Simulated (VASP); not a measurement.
# In3Sb2As (P3m1) in VASP: notebook

In3Sb2As is run at these levels: PBE; tasks: single point.

Everything below comes from runs of VASP 6.6.1. Logs are shortened: lines on timing, memory, paths and dates and some standing lists are left out, and cuts for length are marked.

## Step 1: The cell of the first run

Symmetry: P3m1, No. 156, trigonal system. Conventional cell: a = 4.590 Å, b = 4.590 Å, c = 11.242 Å, α = 90.00°, β = 90.00°, γ = 120.00°. In (site symmetry 3m) has 1 As at 2.68 Å and 3 Sb at 2.84 Å within 3.5 Å. Within 3.7 Å of In (site symmetry 3m) lie 4 Sb at 2.84 to 2.86 Å. Within 3.6 Å of In (site symmetry 3m) lie 3 As at 2.77 Å and 1 Sb at 2.88 Å. Sb (site symmetry 3m) has 4 In at 2.84 to 2.86 Å within 3.7 Å. Sb (site symmetry 3m) has 4 In at 2.84 to 2.88 Å within 3.7 Å. As (site symmetry 3m) has 4 In at 2.68 to 2.77 Å within 3.5 Å.

## Step 2: Single point, PBE

File INCAR:

```
SYSTEM = In3Sb2As
ALGO = Normal
EDIFF = 1E-6
ENCUT = 520
GGA = PE
ISIF = 2
ISMEAR = 0
LASPH = .TRUE.
LCHARG = .FALSE.
LREAL = .FALSE.
LWAVE = .FALSE.
NBANDS = 36
NELM = 80
PREC = Accurate
SIGMA = 0.1
```

File KPOINTS:

```
k-points
0
G
  6 6 2
  0 0 0
```

File POSCAR:

```
In3Sb2As
1.0
    4.5896862000      0.0000000000      0.0000000000
   -2.2948431000      3.9747848000      0.0000000000
    0.0000000000      0.0000000000     11.2418231000
In Sb As
3 2 1
Direct
    0.0000000000      0.0000000000      0.0121200000
    0.3333333000      0.6666667000      0.6672690000
    0.6666667000      0.3333333000      0.3211310000
    0.3333333000      0.6666667000      0.9217450000
    0.6666667000      0.3333333000      0.5770960000
    0.0000000000      0.0000000000      0.2506380000
```

Potentials or basis: VASP PAW PBE potentials, release 64 (In_d, Sb, As).

Run with:

```
$ cat potpaw_PBE.64/In_d/POTCAR potpaw_PBE.64/Sb/POTCAR potpaw_PBE.64/As/POTCAR > POTCAR
$ mpirun -np 1 vasp_std > vasp.out
```

OUTCAR:

```text
SYSTEM = In3Sb2As
   EDIFF = 1E-6
   ENCUT = 520
   GGA = PE
   ISIF = 2
   ISMEAR = 0
   LASPH = .TRUE.
   LREAL = .FALSE.
   NELM = 80
   PREC = Accurate

 ion  position               nearest neighbor table
   1  0.000  0.000  0.012-   6 2.68   4 2.84   4 2.84   4 2.84
   2  0.333  0.667  0.667-   5 2.84   5 2.84   5 2.84   4 2.86
   3  0.667  0.333  0.321-   6 2.77   6 2.77   6 2.77   5 2.88
   4  0.333  0.667  0.922-   1 2.84   1 2.84   1 2.84   2 2.86
   5  0.667  0.333  0.577-   2 2.84   2 2.84   2 2.84   3 2.88
   6  0.000  0.000  0.251-   1 2.68   3 2.77   3 2.77   3 2.77

  LATTYP: Found a hexagonal cell.
 ALAT       =     4.5896862000
 C/A-ratio  =     2.4493663859

  Lattice vectors:

 A1 = (   4.5896862000,   0.0000000000,   0.0000000000)
 A2 = (  -2.2948431000,   3.9747848000,   0.0000000000)
 A3 = (   0.0000000000,   0.0000000000,  11.2418231000)

Analysis of symmetry for initial positions (statically):
=====================================================================
 Subroutine PRICEL returns:
 Original cell was already a primitive cell.

 Routine SETGRP: Setting up the symmetry group for a
 hexagonal supercell.

 Subroutine GETGRP returns: Found  6 space group operations
 (whereof  6 operations were pure point group operations)
 out of a pool of 24 trial point group operations.

The static configuration has the point symmetry C_3v.

Analysis of symmetry for dynamics (positions and initial velocities):
=====================================================================
 Subroutine PRICEL returns:
 Original cell was already a primitive cell.

 Routine SETGRP: Setting up the symmetry group for a
 hexagonal supercell.

 Subroutine GETGRP returns: Found  6 space group operations
 (whereof  6 operations were pure point group operations)
 out of a pool of 24 trial point group operations.

The dynamic configuration has the point symmetry C_3v.

 Subroutine INISYM returns: Found  6 space group operations
 (whereof  6 operations are pure point group operations),
 and found     1 'primitive' translations

----------------------------------------------------------------------------------------

                                     Primitive cell

  volume of cell :     205.0847

  direct lattice vectors                    reciprocal lattice vectors
     4.589686200  0.000000000  0.000000000     0.217879819  0.125792974  0.000000000
    -2.294843100  3.974784800  0.000000000     0.000000000  0.251585947  0.000000000
     0.000000000  0.000000000 11.241823100     0.000000000  0.000000000  0.088953543

  length of vectors
     4.589686200  4.589686161 11.241823100     0.251585945  0.251585947  0.088953543

  position of ions in fractional coordinates (direct lattice)
     0.000000000  0.000000000  0.012120000
     0.333333300  0.666666700  0.667269000
     0.666666700  0.333333300  0.321131000
     0.333333300  0.666666700  0.921745000
     0.666666700  0.333333300  0.577096000
     0.000000000  0.000000000  0.250638000

  ion indices of the primitive-cell ions
   primitive index   ion index
                 1           1
                 2           2
                 3           3
                 4           4
                 5           5
                 6           6

----------------------------------------------------------------------------------------

 KPOINTS: k-points

Automatic generation of k-mesh.
 Grid dimensions read from file:
 generate k-points for:    6    6    2

 Generating k-lattice:

  Cartesian coordinates                     Fractional coordinates (reciprocal lattice)
     0.036313303  0.020965496  0.000000000     0.166666667  0.000000000  0.000000000
     0.000000000  0.041930991  0.000000000     0.000000000  0.166666667  0.000000000
     0.000000000  0.000000000  0.044476772     0.000000000  0.000000000  0.500000000

  Length of vectors
     0.041930991  0.041930991  0.044476772

  Shift w.r.t. Gamma in fractional coordinates (k-lattice)
     0.000000000  0.000000000  0.000000000

 Subroutine IBZKPT returns following result:
 ===========================================

 Found     14 irreducible k-points:

 Following reciprocal coordinates:
            Coordinates               Weight
  0.000000  0.000000  0.000000      1.000000
  0.166667 -0.000000  0.000000      6.000000
  0.333333 -0.000000  0.000000      6.000000
  0.500000  0.000000  0.000000      3.000000
  0.166667  0.166667  0.000000      6.000000
  0.333333  0.166667  0.000000     12.000000
  0.333333  0.333333  0.000000      2.000000
  0.000000  0.000000  0.500000      1.000000
  0.166667 -0.000000  0.500000      6.000000
  0.333333 -0.000000  0.500000      6.000000
  0.500000  0.000000  0.500000      3.000000
  0.166667  0.166667  0.500000      6.000000
  0.333333  0.166667  0.500000     12.000000
  0.333333  0.333333  0.500000      2.000000
   k-points           NKPTS =     14   k-points in BZ     NKDIM =     14   number of bands    NBANDS=     36
   number of dos      NEDOS =    301   number of ions     NIONS =      6
   total plane-waves  NPLWV = 108864
   dimension x,y,z NGX =    36 NGY =   36 NGZ =   84
   dimension x,y,z NGXF=    72 NGYF=   72 NGZF=  168
   ions per type =               3   2   1
   NGX,Y,Z   is equivalent  to a cutoff of  13.04, 13.04, 12.42 a.u.
   NGXF,Y,Z  is equivalent  to a cutoff of  26.08, 26.08, 24.84 a.u.
 SYSTEM =  In3Sb2As
   PREC   = accura    normal or accurate (medium, high low for compatibility)
   ISTART =      0    job   : 0-new  1-cont  2-samecut
   ICHARG =      2    charge: 1-file 2-atom 10-const
   ISPIN  =      1    spin polarized calculation?
   LNONCOLLINEAR =      F non collinear calculations
   LSORBIT =      F    spin-orbit coupling
   LASPH  =      T    aspherical Exc in radial PAW
   ENCUT  =  520.0 eV  38.22 Ry    6.18 a.u.   8.53  8.53 20.90*2*pi/ulx,y,z
   NELM   =     80;   NELMIN=  2; NELMDL= -5     # of ELM steps
   EDIFF  = 0.1E-05   stopping-criterion for ELM
   LREAL  =      F    real-space projection
   EDIFFG = 0.1E-04   stopping-criterion for IOM
   NSW    =      0    number of steps for IOM
   IBRION =     -1    ionic relax: 0-MD 1-quasi-New 2-CG
   NFREE  =      0    steps in history (QN), initial steepest desc. (CG)
   ISIF   =      2    stress and relaxation
   ISYM   =      2    0-nonsym 1-usesym 2-fastsym
   POTIM  = 0.5000    time-step for ionic-motion
   TEBEG  =    0.0;   TEEND  =   0.0 temperature during run
   PSTRESS=    0.0 pullay stress
   NELECT =      54.0000    total number of electrons
   NUPDOWN=      -1.0000    fix difference up-down
   EMIN   =  10.00;   EMAX   =-10.00  energy-range for DOS
   EFERMI =   0.00;   METHOD = LEGACY
   ISMEAR =     0;   SIGMA  =   0.10  broadening in eV -4-tet -1-fermi 0-gaus
   EFERMI_NEDOS =   21; number of points for ismear=-14 and -15
   IALGO  =     38    algorithm
   IMIX   =      4    mixing-type and parameters
     AMIX     =   0.40;   BMIX     =  1.00
     AMIX_MAG =   1.60;   BMIX_MAG =  1.00
  volume/ion in A,a.u.               =      34.18       230.66
  Fermi-wavevector in a.u.,A,eV,Ry     =   1.049289  1.982868 14.980104  1.101007
  Thomas-Fermi vector in A             =   2.184245
   LORBIT       =      0    0 simple, 1 ext, 2 COOP (PROOUT), +10 PAW based schemes
   GGA     = PE    functional components
   LHFCALC =     F    Hartree Fock is set to
   AEXX    =    0.0000 exact exchange contribution
   IVDW    =     0    specifies the selected vdW correction
   LEPSILON=     F    determine dielectric tensor
   LRPA    =     F    only Hartree local field effects (RPA)
 non-spin polarized calculation
 Gauss-broadening in eV      SIGMA  =   0.10
  energy-cutoff  :      520.00
  volume of cell :      205.08
 maximum number of plane-waves:      5586
 NGX is ok and might be reduce to    36
   NGX = 17   NGY = 17   NGZ = 41

 number of electron      54.0000014 magnetization

 Free energy of the ion-electron system (eV)
  ---------------------------------------------------
  ext. energy  EPLUGINS =         0.00000000
  ---------------------------------------------------
  free energy    TOTEN  =       -21.47933067 eV

  energy without entropy =      -21.47687673  energy(sigma->0) =      -21.47810370

 E-fermi :   4.3226     XC(G=0):  -8.5100

 val. band max:        4.1777061780   @ k =   0.0000   0.0000   0.5000
 cond. band min:       4.3445036478   @ k =   0.0000   0.0000   0.0000
 fundamental gap:      0.1667974698
 Fermi energy:         4.3225883660

 k-point     1 :       0.0000    0.0000    0.0000
  band No.  band energies     occupation
      1     -10.3197      2.00000
      2     -10.2643      2.00000
      3     -10.2643      2.00000
      4     -10.2105      2.00000
      5     -10.2105      2.00000
      6     -10.1747      2.00000
[... 28 lines left out ...]
     35       8.2349      0.00000
     36       8.3040      0.00000

 k-point     2 :       0.1667   -0.0000    0.0000
  band No.  band energies     occupation
      1     -10.3225      2.00000
      2     -10.2720      2.00000
      3     -10.2588      2.00000
      4     -10.2128      2.00000
      5     -10.2092      2.00000
      6     -10.1787      2.00000
[... 28 lines left out ...]
     35       8.3843      0.00000
     36       8.5459      0.00000

 k-point     3 :       0.3333   -0.0000    0.0000
  band No.  band energies     occupation
      1     -10.3350      2.00000
      2     -10.2796      2.00000
      3     -10.2496      2.00000
      4     -10.2170      2.00000
      5     -10.2050      2.00000
      6     -10.1886      2.00000
[... 28 lines left out ...]
     35       9.0288      0.00000
     36       9.1535      0.00000
[... 352 lines left out ...]
 k-point    13 :       0.3333    0.1667    0.5000
  band No.  band energies     occupation
      1     -10.3389      2.00000
      2     -10.2832      2.00000
      3     -10.2478      2.00000
      4     -10.2163      2.00000
      5     -10.2050      2.00000
      6     -10.1913      2.00000
[... 28 lines left out ...]
     35       9.0544      0.00000
     36       9.2700      0.00000

 k-point    14 :       0.3333    0.3333    0.5000
  band No.  band energies     occupation
      1     -10.3386      2.00000
      2     -10.2856      2.00000
      3     -10.2483      2.00000
      4     -10.2132      2.00000
      5     -10.2080      2.00000
      6     -10.1853      2.00000
[... 28 lines left out ...]
     35       9.4113      0.00000
     36       9.4366      0.00000

------------------------ aborting loop because EDIFF is reached ----------------------------------------

  FORCE on cell =-STRESS in cart. coord.  units (eV):
  Direction    XX          YY          ZZ          XY          YZ          ZX
  --------------------------------------------------------------------------------------
  -------------------------------------------------------------------------------------
  Total        0.0684906      0.0684906     -0.0430611      0.0000000     -0.0000000      0.0000000
  in kB        0.5350671      0.5350670     -0.3364047      0.0000000     -0.0000000      0.0000000
  external PRESSURE =       0.2445765 kB  Pullay stress =       0.0000000 kB

 VOLUME and BASIS-vectors are now :
 -----------------------------------------------------------------------------
  energy-cutoff  :      520.00
  volume of cell :      205.08
      direct lattice vectors                 reciprocal lattice vectors
     4.589686200  0.000000000  0.000000000     0.217879819  0.125792974  0.000000000
    -2.294843100  3.974784800  0.000000000     0.000000000  0.251585947  0.000000000
     0.000000000  0.000000000 11.241823100     0.000000000  0.000000000  0.088953543

 POSITION                                       TOTAL-FORCE (eV/Angst)
 -----------------------------------------------------------------------------------
      0.00000      0.00000      0.13625         0.000000      0.000000      0.022486
     -0.00000      2.64986      7.50132        -0.000000      0.000000      0.012153
      2.29484      1.32493      3.61010         0.000000      0.000000     -0.023740
     -0.00000      2.64986     10.36209         0.000000      0.000000     -0.018321
      2.29484      1.32493      6.48761        -0.000000     -0.000000     -0.004210
      0.00000      0.00000      2.81763        -0.000000      0.000000      0.011632
 -----------------------------------------------------------------------------------
    total drift:                                0.000002     -0.000003     -0.000232

  FREE ENERGIE OF THE ION-ELECTRON SYSTEM (eV)
  ---------------------------------------------------
  free  energy   TOTEN  =       -21.4793306695 eV

  energy  without entropy=      -21.4768767313  energy(sigma->0) =      -21.47810370
```

It took 1.9 min on 1 thread of Intel Xeon Platinum 8375C at 2.90GHz (Ice Lake), shared host; peak memory 0.37 GiB.

What came out:

```
Free energy            : -21.4793 eV
Pressure               : 0.0 GPa
Largest force          : 0.024 eV/Å
Band gap on the k mesh : zero (filled and empty bands touch)
```

Forces in eV/Å, atoms in the order of the input:
```
In   0.000  0.000  0.022
In   0.000  0.000  0.012
In   0.000  0.000 -0.024
Sb   0.000  0.000 -0.018
Sb   0.000  0.000 -0.004
As   0.000  0.000  0.012
```

Stress tensor (GPa, compression positive):
```
 0.05  0.00  0.00
 0.00  0.05  0.00
 0.00  0.00 -0.03
```

Caveat: spin-orbit coupling is left out, which moves the levels of the heavy elements.

(Part 1 of 2 ends here.)
